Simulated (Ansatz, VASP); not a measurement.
# Mg2SO: VASP beside Ansatz

```
O S Mg
1.0
     1.59281    0.91961    5.24350
    -1.59281    0.91961    5.24350
     0.00000   -1.83922    5.24350
O S Mg
1 1 2
Direct
  0.00000 0.00000 0.00000
  0.50000 0.50000 0.50000
  0.26268 0.26268 0.26268
  0.73732 0.73732 0.73732
```

Change from the starting cell: hydrostatic strain -4.6%.

Alike in both runs: task single point; functional r2SCAN; k mesh 10 × 10 × 10; no spin polarisation.

```csv
,VASP,Ansatz
version,VASP 6.6.1,Ansatz 0.2.0
potentials or method,"VASP PAW PBE potentials, release 64 (O, S, Mg)","plane waves, PAW"
plane-wave cutoff (eV),520,500
occupations,"gaussian, width 0.01 eV",fixed
valence electrons in the cell,16,32
```

|  | VASP | Ansatz | Ansatz less VASP |
| --- | --- | --- | --- |
| gap on the k mesh at the Fermi level (eV) | 1.82 | 1.86 | +0.036 |
| pressure (GPa) | 19.3 | 20.1 | +0.79 |
| traceless stress, the component that is largest in VASP (GPa) | 0.37 | 0.30 | -0.079 |

VASP's potentials were made for PBE, not for r2SCAN. VASP's potentials hold 16 valence electrons a cell and Ansatz's 32, so a difference there can come from the potentials and not from the codes.
